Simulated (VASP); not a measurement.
Set up this calculation in VASP 6.6.1, as the native input.

```
Task                   : single point
Functional             : PBE
Potentials or basis    : VASP PAW PBE potentials, release 64 (Al, W_sv)
Cutoff                 : 520 eV
k mesh                 : 16 × 16 × 16
Occupations            : gaussian, width 0.1 eV
Spin                   : no spin polarisation
Dipole correction      : no
Further INCAR settings : ALGO = Fast; EDIFF = 1e-06; NBANDS = 30
```

The structure of AlW3 lies in POSCAR:

```
AlW3
1.0
   -1.9231857370      1.9231857370      4.2878788725
    1.9231857370     -1.9231857370      4.2878788725
    1.9231857370      1.9231857370     -4.2878788725
Al W
1 3
Direct
    0.0000000000      0.0000000000      0.0000000000
    0.5000000000      0.5000000000      0.0000000000
    0.2500000000      0.7500000000      0.5000000000
    0.7500000000      0.2500000000      0.5000000000
```

The input as run:

INCAR

```
PREC     = Accurate       # precision mode
ENCUT    = 520            # plane-wave cutoff, eV
EDIFF    = 1E-6           # SCF threshold, eV
ISMEAR   = 0              # smearing method
SIGMA    = 0.1            # smearing width, eV
LREAL    = F              # projectors in reciprocal space
LASPH    = T              # aspherical terms in the spheres
NELM     = 100            # most SCF steps
ALGO     = Fast           # electronic algorithm
ISIF     = 2              # what is computed and relaxed
LWAVE    = F              # write WAVECAR
LCHARG   = F              # write CHGCAR
GGA      = PE             # functional
NBANDS   = 30             # bands
```

KPOINTS

```
regular mesh
0
Gamma
  16 16 16
```

Potentials or basis: VASP PAW PBE potentials, release 64 (Al, W_sv).

Run with:

```sh
$ cat potpaw_PBE.64/Al/POTCAR potpaw_PBE.64/W_sv/POTCAR > POTCAR
$ mpirun -np 1 vasp_std > vasp.out
```

Results of the run:

| Property | Result |
| --- | --- |
| Pressure | 0.3 GPa |
| Band gap on the k mesh | zero (an odd number of electrons rules out a gap without spin polarisation) |

Caveat: spin-orbit coupling is left out, which moves the levels of the heavy elements.

It took 11 min on 1 thread of Intel(R) Xeon(R) Platinum 8488C (Sapphire Rapids), on a shared host, peak memory 0.64 GiB.
